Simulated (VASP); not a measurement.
# As2Pb in VASP: notebook

The runs below take As2Pb through single point, with PBE.

Everything below comes from runs of VASP 6.6.1. Logs are shortened: lines on timing, memory, paths and dates and some standing lists are left out, and cuts for length are marked.

### Step 1. The cell of the first run

The structure is tetragonal, space group P4/mmm (No. 123). Conventional cell: a = 3.903 Å, b = 3.903 Å, c = 5.503 Å, α = 90.00°, β = 90.00°, γ = 90.00°. As (site symmetry 4mm) has 1 As at 2.29 Å within 3.0 Å. Within 4.2 Å of Pb (site symmetry 4/mmm) lie 8 As at 3.19 Å and 4 Pb at 3.90 Å.

The cell was generated, and may not be a known phase.

### Step 2. Single point, PBE

INCAR

```
SYSTEM = As2Pb
PREC = Accurate
ENCUT = 510
EDIFF = 1E-6
ISMEAR = 0
SIGMA = 0.1
LREAL = .False.
LASPH = .True.
NELM = 120
ALGO = Normal
ISIF = 2
LWAVE = .False.
LCHARG = .False.
GGA = PE
NBANDS = 29
GGA_COMPAT = .False.
```

KPOINTS

```
Automatic mesh
0
Gamma
  12 12 8
  0 0 0
```

POSCAR

```
As2Pb
1.0
    3.9027150201      0.0000000000      0.0000000000
    0.0000000000      3.9027150201      0.0000000000
    0.0000000000      0.0000000000      5.5028864554
As Pb
2 1
Direct
    0.5000000000      0.5000000000      0.7082204031
    0.5000000000      0.5000000000      0.2917795969
    0.0000000000      0.0000000000      0.0000000000
```

Potentials or basis: VASP PAW PBE potentials, release 64 (As_d, Pb_d).

Started as:

```sh
$ cat potpaw_PBE.64/As_d/POTCAR potpaw_PBE.64/Pb_d/POTCAR > POTCAR
$ mpirun -np 1 vasp_std > vasp.out
```

OUTCAR:

```text
SYSTEM = As2Pb
   PREC = Accurate
   ENCUT = 510
   EDIFF = 1E-6
   ISMEAR = 0
   LREAL = .False.
   LASPH = .True.
   NELM = 120
   ISIF = 2
   GGA = PE

 ion  position               nearest neighbor table
   1  0.500  0.500  0.708-   2 2.29   3 3.19   3 3.19   3 3.19   3 3.19
   2  0.500  0.500  0.292-   1 2.29   3 3.19   3 3.19   3 3.19   3 3.19
   3  0.000  0.000  0.000-   1 3.19   2 3.19   1 3.19   2 3.19   1 3.19   2 3.19   1 3.19   2 3.19

  LATTYP: Found a simple tetragonal cell.
 ALAT       =     3.9027150201
 C/A-ratio  =     1.4100149324

  Lattice vectors:

 A1 = (   3.9027150201,   0.0000000000,   0.0000000000)
 A2 = (   0.0000000000,   3.9027150201,   0.0000000000)
 A3 = (   0.0000000000,   0.0000000000,   5.5028864554)

Analysis of symmetry for initial positions (statically):
=====================================================================
 Subroutine PRICEL returns:
 Original cell was already a primitive cell.

 Routine SETGRP: Setting up the symmetry group for a
 simple tetragonal supercell.

 Subroutine GETGRP returns: Found 16 space group operations
 (whereof 16 operations were pure point group operations)
 out of a pool of 16 trial point group operations.

The static configuration has the point symmetry D_4h.

Analysis of symmetry for dynamics (positions and initial velocities):
=====================================================================
 Subroutine PRICEL returns:
 Original cell was already a primitive cell.

 Routine SETGRP: Setting up the symmetry group for a
 simple tetragonal supercell.

 Subroutine GETGRP returns: Found 16 space group operations
 (whereof 16 operations were pure point group operations)
 out of a pool of 16 trial point group operations.

The dynamic configuration has the point symmetry D_4h.

 Subroutine INISYM returns: Found 16 space group operations
 (whereof 16 operations are pure point group operations),
 and found     1 'primitive' translations

----------------------------------------------------------------------------------------

                                     Primitive cell

  volume of cell :      83.8155

  direct lattice vectors                    reciprocal lattice vectors
     3.902715020  0.000000000  0.000000000     0.256231878  0.000000000  0.000000000
     0.000000000  3.902715020  0.000000000     0.000000000  0.256231878  0.000000000
     0.000000000  0.000000000  5.502886455     0.000000000  0.000000000  0.181722812

  length of vectors
     3.902715020  3.902715020  5.502886455     0.256231878  0.256231878  0.181722812

  position of ions in fractional coordinates (direct lattice)
     0.500000000  0.500000000  0.708220403
     0.500000000  0.500000000  0.291779597
     0.000000000  0.000000000  0.000000000

  ion indices of the primitive-cell ions
   primitive index   ion index
                 1           1
                 2           2
                 3           3

----------------------------------------------------------------------------------------

 KPOINTS: Automatic mesh

Automatic generation of k-mesh.
 Grid dimensions read from file:
 generate k-points for:   12   12    8

 Generating k-lattice:

  Cartesian coordinates                     Fractional coordinates (reciprocal lattice)
     0.021352657  0.000000000  0.000000000     0.083333333  0.000000000  0.000000000
     0.000000000  0.021352657  0.000000000     0.000000000  0.083333333  0.000000000
     0.000000000  0.000000000  0.022715351     0.000000000  0.000000000  0.125000000

  Length of vectors
     0.021352657  0.021352657  0.022715351

  Shift w.r.t. Gamma in fractional coordinates (k-lattice)
     0.000000000  0.000000000  0.000000000

 Subroutine IBZKPT returns following result:
 ===========================================

 Found    140 irreducible k-points:

 Following reciprocal coordinates:
            Coordinates               Weight
  0.000000  0.000000  0.000000      1.000000
  0.083333  0.000000  0.000000      4.000000
  0.166667  0.000000  0.000000      4.000000
  0.250000  0.000000  0.000000      4.000000
  0.333333  0.000000  0.000000      4.000000
  0.416667  0.000000  0.000000      4.000000
[... 16 lines left out ...]
  0.333333  0.333333  0.000000      4.000000
  0.416667  0.333333  0.000000      8.000000
 [... further k-points ...]
   k-points           NKPTS =    140   k-points in BZ     NKDIM =    140   number of bands    NBANDS=     29
   number of dos      NEDOS =    301   number of ions     NIONS =      3
   total plane-waves  NPLWV =  37800
   dimension x,y,z NGX =    30 NGY =   30 NGZ =   42
   dimension x,y,z NGXF=    60 NGYF=   60 NGZF=   84
   ions per type =               2   1
   NGX,Y,Z   is equivalent  to a cutoff of  12.78, 12.78, 12.69 a.u.
   NGXF,Y,Z  is equivalent  to a cutoff of  25.56, 25.56, 25.38 a.u.
 SYSTEM =  As2Pb
   PREC   = accura    normal or accurate (medium, high low for compatibility)
   ISTART =      0    job   : 0-new  1-cont  2-samecut
   ICHARG =      2    charge: 1-file 2-atom 10-const
   ISPIN  =      1    spin polarized calculation?
   LNONCOLLINEAR =      F non collinear calculations
   LSORBIT =      F    spin-orbit coupling
   LASPH  =      T    aspherical Exc in radial PAW
   ENCUT  =  510.0 eV  37.48 Ry    6.12 a.u.   7.19  7.19 10.13*2*pi/ulx,y,z
   NELM   =    120;   NELMIN=  2; NELMDL= -5     # of ELM steps
   EDIFF  = 0.1E-05   stopping-criterion for ELM
   LREAL  =      F    real-space projection
   EDIFFG = 0.1E-04   stopping-criterion for IOM
   NSW    =      0    number of steps for IOM
   IBRION =     -1    ionic relax: 0-MD 1-quasi-New 2-CG
   NFREE  =      0    steps in history (QN), initial steepest desc. (CG)
   ISIF   =      2    stress and relaxation
   ISYM   =      2    0-nonsym 1-usesym 2-fastsym
   POTIM  = 0.5000    time-step for ionic-motion
   TEBEG  =    0.0;   TEEND  =   0.0 temperature during run
   PSTRESS=    0.0 pullay stress
   NELECT =      44.0000    total number of electrons
   NUPDOWN=      -1.0000    fix difference up-down
   EMIN   =  10.00;   EMAX   =-10.00  energy-range for DOS
   EFERMI =   0.00;   METHOD = LEGACY
   ISMEAR =     0;   SIGMA  =   0.10  broadening in eV -4-tet -1-fermi 0-gaus
   EFERMI_NEDOS =   21; number of points for ismear=-14 and -15
   IALGO  =     38    algorithm
   IMIX   =      4    mixing-type and parameters
     AMIX     =   0.40;   BMIX     =  1.00
     AMIX_MAG =   1.60;   BMIX_MAG =  1.00
  volume/ion in A,a.u.               =      27.94       188.54
  Fermi-wavevector in a.u.,A,eV,Ry     =   1.320640  2.495647 23.729770  1.744089
  Thomas-Fermi vector in A             =   2.450451
   LORBIT       =      0    0 simple, 1 ext, 2 COOP (PROOUT), +10 PAW based schemes
   GGA     = PE    functional components
   LHFCALC =     F    Hartree Fock is set to
   AEXX    =    0.0000 exact exchange contribution
   IVDW    =     0    specifies the selected vdW correction
   LEPSILON=     F    determine dielectric tensor
   LRPA    =     F    only Hartree local field effects (RPA)
 non-spin polarized calculation
 Gauss-broadening in eV      SIGMA  =   0.10
  energy-cutoff  :      510.00
  volume of cell :       83.82
 maximum number of plane-waves:      2214
 NGX is ok and might be reduce to    30
   NGX = 15   NGY = 15   NGZ = 21

 number of electron      44.0000009 magnetization

 Free energy of the ion-electron system (eV)
  ---------------------------------------------------
  ext. energy  EPLUGINS =         0.00000000
  ---------------------------------------------------
  free energy    TOTEN  =       -12.34819915 eV

  energy without entropy =      -12.34218504  energy(sigma->0) =      -12.34519210

 E-fermi :   3.4593     XC(G=0):  -9.7188

 val. band max:        3.4376114939   @ k =   0.3333   0.2500   0.5000
 cond. band min:       3.4621970032   @ k =   0.1667   0.0000   0.3750
 fundamental gap:      0.0245855093
 Fermi energy:         3.4592851573

 k-point     1 :       0.0000    0.0000    0.0000
  band No.  band energies     occupation
      1     -32.0158      2.00000
      2     -31.9245      2.00000
      3     -31.9245      2.00000
      4     -31.8838      2.00000
      5     -31.8831      2.00000
      6     -31.8754      2.00000
[... 21 lines left out ...]
     28       8.3124      0.00000
     29      10.3497      0.00000

 k-point     2 :       0.0833    0.0000    0.0000
  band No.  band energies     occupation
      1     -32.0158      2.00000
      2     -31.9245      2.00000
      3     -31.9245      2.00000
      4     -31.8838      2.00000
      5     -31.8830      2.00000
      6     -31.8755      2.00000
[... 21 lines left out ...]
     28       8.8597      0.00000
     29      10.3821      0.00000

 k-point     3 :       0.1667    0.0000    0.0000
  band No.  band energies     occupation
      1     -32.0157      2.00000
      2     -31.9246      2.00000
      3     -31.9245      2.00000
      4     -31.8839      2.00000
      5     -31.8828      2.00000
      6     -31.8755      2.00000
[... 21 lines left out ...]
     28       9.4200      0.00000
     29      10.4671      0.00000

 k-point     4 :       0.2500    0.0000    0.0000
  band No.  band energies     occupation
      1     -32.0157      2.00000
      2     -31.9248      2.00000
      3     -31.9245      2.00000
      4     -31.8840      2.00000
      5     -31.8825      2.00000
      6     -31.8756      2.00000
[... 21 lines left out ...]
     28      10.3460      0.00000
     29      10.5820      0.00000

 k-point     5 :       0.3333    0.0000    0.0000
  band No.  band energies     occupation
      1     -32.0156      2.00000
      2     -31.9249      2.00000
      3     -31.9245      2.00000
      4     -31.8841      2.00000
      5     -31.8822      2.00000
      6     -31.8757      2.00000
[... 21 lines left out ...]
     28      10.6451      0.00000
     29      10.6977      0.00000
[... 510 lines left out ...]
     28      10.8935      0.00000
     29      11.5360      0.00000

 k-point    22 :       0.5000    0.2500    0.0000
  band No.  band energies     occupation
      1     -32.0153      2.00000
      2     -31.9250      2.00000
      3     -31.9247      2.00000
      4     -31.8844      2.00000
      5     -31.8812      2.00000
      6     -31.8760      2.00000
[... 21 lines left out ...]
     28      10.9171      0.00000
     29      11.4597      0.00000

 k-point    23 :       0.3333    0.3333    0.0000
  band No.  band energies     occupation
      1     -32.0153      2.00000
      2     -31.9249      2.00000
      3     -31.9248      2.00000
      4     -31.8844      2.00000
      5     -31.8812      2.00000
      6     -31.8760      2.00000
[... 21 lines left out ...]
     28      10.9012      0.00000
     29      12.1429      0.00000

 k-point    24 :       0.4167    0.3333    0.0000
  band No.  band energies     occupation
      1     -32.0153      2.00000
      2     -31.9249      2.00000
      3     -31.9248      2.00000
      4     -31.8845      2.00000
      5     -31.8810      2.00000
      6     -31.8760      2.00000
[... 21 lines left out ...]
     28      10.9555      0.00000
     29      12.6674      0.00000

 [... further k-points ...]
[... 5 lines left out ...]
  --------------------------------------------------------------------------------------
  -------------------------------------------------------------------------------------
  Total        0.0063036      0.0063036     -0.0382446      0.0000000     -0.0000000     -0.0000000
  in kB        0.1204961      0.1204961     -0.7310656      0.0000000     -0.0000000     -0.0000000
  external PRESSURE =      -0.1633578 kB  Pullay stress =       0.0000000 kB

 VOLUME and BASIS-vectors are now :
 -----------------------------------------------------------------------------
  energy-cutoff  :      510.00
  volume of cell :       83.82
      direct lattice vectors                 reciprocal lattice vectors
     3.902715020  0.000000000  0.000000000     0.256231878  0.000000000  0.000000000
     0.000000000  3.902715020  0.000000000     0.000000000  0.256231878  0.000000000
     0.000000000  0.000000000  5.502886455     0.000000000  0.000000000  0.181722812

 POSITION                                       TOTAL-FORCE (eV/Angst)
 -----------------------------------------------------------------------------------
      1.95136      1.95136      3.89726         0.000000     -0.000000     -0.019215
      1.95136      1.95136      1.60563         0.000000      0.000000      0.019215
      0.00000      0.00000      0.00000         0.000000      0.000000      0.000000
 -----------------------------------------------------------------------------------
    total drift:                                0.000000      0.000000      0.000000

  FREE ENERGIE OF THE ION-ELECTRON SYSTEM (eV)
  ---------------------------------------------------
  free  energy   TOTEN  =       -12.3481991499 eV

  energy  without entropy=      -12.3421850416  energy(sigma->0) =      -12.34519210
```

It took 2.3 min on 1 thread of Intel Xeon Platinum 8488C (Sapphire Rapids), shared host; peak memory 0.4 GiB.

Results:

```yaml
Free_energy: -12.3482 eV
Pressure: 0.0 GPa
Largest_force: 0.019 eV/Å
Band_gap_on_the_k_mesh: zero (bands 22 and 23 overlap by 3.39 eV)
```

Forces in eV/Å, atoms in the order of the input:
```
As   0.000  0.000 -0.019
As   0.000  0.000  0.019
Pb   0.000  0.000  0.000
```

Stress tensor (GPa, compression positive):
```
 0.01  0.00  0.00
 0.00  0.01  0.00
 0.00  0.00 -0.07
```

Caveat: spin-orbit coupling is left out, which moves the levels of the heavy elements.

[end of part 1 of 2]

The gap in the log of VASP goes by the Fermi energy; the results here count the filled bands.